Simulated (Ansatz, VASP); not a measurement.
**One calculation of BN, two programs**

Contents of POSCAR:

```
BN
1.0
    2.5058070255      0.0000000000      0.0000000000
   -1.2529035128      2.1700925411      0.0000000000
    0.0000000000      0.0000000000      4.2077449346
B N
2 2
Direct
    0.6666666667      0.3333333333      0.9997995909
    0.3333333333      0.6666666667      0.4997995909
    0.6666666667      0.3333333333      0.6252004091
    0.3333333333      0.6666666667      0.1252004091
```

The input INCAR.step1:

```
SYSTEM = BN
ALGO = Normal
EDIFF = 1E-4
ENCUT = 520
GGA = PE
ISMEAR = 0
LASPH = .TRUE.
LCHARG = .FALSE.
LREAL = .FALSE.
LWAVE = .TRUE.
NBANDS = 16
NELM = 100
PREC = Accurate
SIGMA = 0.05
```

INCAR.step2

```
SYSTEM = BN
ALGO = Normal
EDIFF = 1E-6
ENCUT = 520
ISIF = 2
ISMEAR = 0
ISTART = 1
LASPH = .TRUE.
LCHARG = .FALSE.
LMIXTAU = .TRUE.
LREAL = .FALSE.
LWAVE = .FALSE.
METAGGA = R2SCAN
NBANDS = 16
NELM = 100
PREC = Accurate
SIGMA = 0.05
```

File KPOINTS:

```
k-points
0
G
  12 12 6
  0 0 0
```

Input for Ansatz:

```yaml
crystal:
  lattice:
    - [2.5058070255, 0.0, 0.0]
    - [-1.2529035128, 2.1700925411, 0.0]
    - [0.0, 0.0, 4.2077449346]
  atoms:
    - { symbol: B, position: [0.6666666667, 0.3333333333, 0.9997995909] }
    - { symbol: B, position: [0.3333333333, 0.6666666667, 0.4997995909] }
    - { symbol: "N", position: [0.6666666667, 0.3333333333, 0.6252004091] }
    - { symbol: "N", position: [0.3333333333, 0.6666666667, 0.1252004091] }
basis:
  ecutwfc: 500
kpoints:
  mp_grid: { grid: [12, 12, 6] }
hamiltonian:
  xc: r2scan
scf:
  occupations: { method: gaussian, width: 0.05 }
output:
  forces: true
  stress: true
  eigenvalues: true
```

Change from the starting cell: strain -0.015 along x and y, +0.000 along z, atoms carried along.

Alike in both runs: task single point; functional r2SCAN; k mesh 12 × 12 × 6; occupations gaussian, width 0.05 eV; no spin polarisation.

|  | VASP | Ansatz |
| --- | --- | --- |
| version | VASP 6.6.1 | Ansatz 0.2.0 |
| potentials or method | VASP PAW PBE potentials, release 64 (B, N), cutoff 520 eV | scalar-relativistic, plane waves, PAW |
| valence electrons in the cell | 16 | 16 |

|  | VASP | Ansatz | Ansatz less VASP |
| --- | --- | --- | --- |
| gap on the k mesh at the Fermi level (eV) | 5.62 | 5.65 | +0.036 |
| least direct gap on the mesh (eV) | 8.97 | 9.00 | +0.025 |
| pressure (GPa) | 13.8 | 12.6 | -1.23 |
| traceless stress, the component that is largest in VASP (GPa) | -10.77 | -10.71 | +0.064 |
| rms of the force components (eV/Å) | 0.024 | 0.019 | -0.0042 |

VASP's potentials were made for PBE, not for r2SCAN. Atom by atom the forces differ by 0.004 eV/Å (rms over components).
